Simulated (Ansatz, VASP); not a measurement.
PbS: VASP beside Ansatz

```
Pb S
1.0
     3.65366    0.00000    0.00000
     0.00000    3.65366    0.00000
     0.00000    0.00000    3.65366
Pb S
1 1
Direct
  0.00000 0.00000 0.00000
  0.50000 0.50000 0.50000
```

Alike in both runs: task single point; functional revPBE; k mesh 4 × 4 × 4; no spin polarisation.

|  | VASP | Ansatz |
| --- | --- | --- |
| version | VASP 6.6.1 | Ansatz 0.2.0 |
| potentials or method | VASP PAW PBE potentials, release 64 (Pb_d, S), cutoff 500 eV | scalar-relativistic, plane waves, PAW |
| occupations | methfessel-paxton of order 1, width 0.031 eV | cold, width 0.031 eV |
| valence electrons in the cell | 20 | 20 |

Ansatz gave:

```
gap on the k mesh at the Fermi level (eV) : none
pressure (GPa)                            : 0.7
```

Problem. Estimate VASP's values.

Solution. gap on the k mesh at the Fermi level (eV): none; pressure (GPa): 0.6.

VASP's potentials were made for PBE, not for revPBE. A gap of «none» marks a metal or a gap that the smearing closes.

The k mesh is coarse, so the values compare programs but aren't converged. Neither program's run includes spin-orbit coupling.
